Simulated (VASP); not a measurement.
Here is a VASP 6.6.1 calculation.

The input INCAR:

```
SYSTEM = In
ALGO = Normal
EDIFF = 1E-6
ENCUT = 520
GGA = RP
ISIF = 2
ISMEAR = -1
LASPH = .TRUE.
LCHARG = .FALSE.
LREAL = .FALSE.
LWAVE = .FALSE.
NBANDS = 20
NELM = 100
PREC = Accurate
SIGMA = 0.1
```

The input KPOINTS:

```
k-points
0
G
  12 12 7
  0 0 0
```

Contents of POSCAR:

```
In
1.0
    3.5904291618      0.0000000000      0.0000000000
   -1.7952145809      3.1094028646      0.0000000000
    0.0000000000      0.0000000000      5.8271607899
In
2
Direct
    0.3333333333      0.6666666667      0.2500000000
    0.6666666667      0.3333333333      0.7500000000
```

Potentials or basis: VASP PAW PBE potentials, release 64 (In_d).

Command:

```bash
$ cat potpaw_PBE.64/In_d/POTCAR > POTCAR
$ mpirun -np 1 vasp_std > vasp.out
```

Q: What does it give for the pressure?

A: -2.5 GPa.

Q: What does it give for the band gap on the k mesh?

A: Zero (band 13 reaches 7.64 eV, above the bottom of band 14 at 3.73 eV).

Stress tensor (GPa, compression positive):
```
-2.29  0.00  0.00
 0.00 -2.29  0.00
 0.00  0.00 -2.87
```

Caveat: the PAW data sets were made with another functional, which shifts forces and pressure a little; spin-orbit coupling is left out, which moves the levels of the heavy elements.
